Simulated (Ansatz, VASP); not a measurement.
## One calculation of GaP, two programs

```xyz
2
Lattice="2.6957 2.6957 0.0000 -2.6957 2.6957 0.0000 0.0000 2.6957 2.6957" Properties=species:S:1:pos:R:3 pbc="T T T"
Ga    0.0000    0.0000    0.0000
P     1.3478    4.0435    1.3478
```

Change from the starting cell: unstrained.

Alike in both runs: task single point; functional LDA; k mesh 8 × 8 × 8; no spin polarisation.

|  | VASP | Ansatz |
| --- | --- | --- |
| version | VASP 6.6.1 | Ansatz 0.2.0 |
| potentials or method | VASP PAW LDA potentials, release 64 (Ga_d, P), cutoff 520 eV | all-electron LAPW, scalar-relativistic |
| occupations | gaussian, width 0.01 eV | fixed |

```csv
,VASP,Ansatz,Ansatz less VASP
gap on the k mesh at the Fermi level (eV),1.43,1.43,+0.002
pressure (GPa),0.1,0.0,-0.11
```

LDA's correlation is that of Perdew and Zunger in VASP and of Perdew and Wang (1992) in Ansatz. Ansatz ran all-electron here, and VASP with PAW potentials.
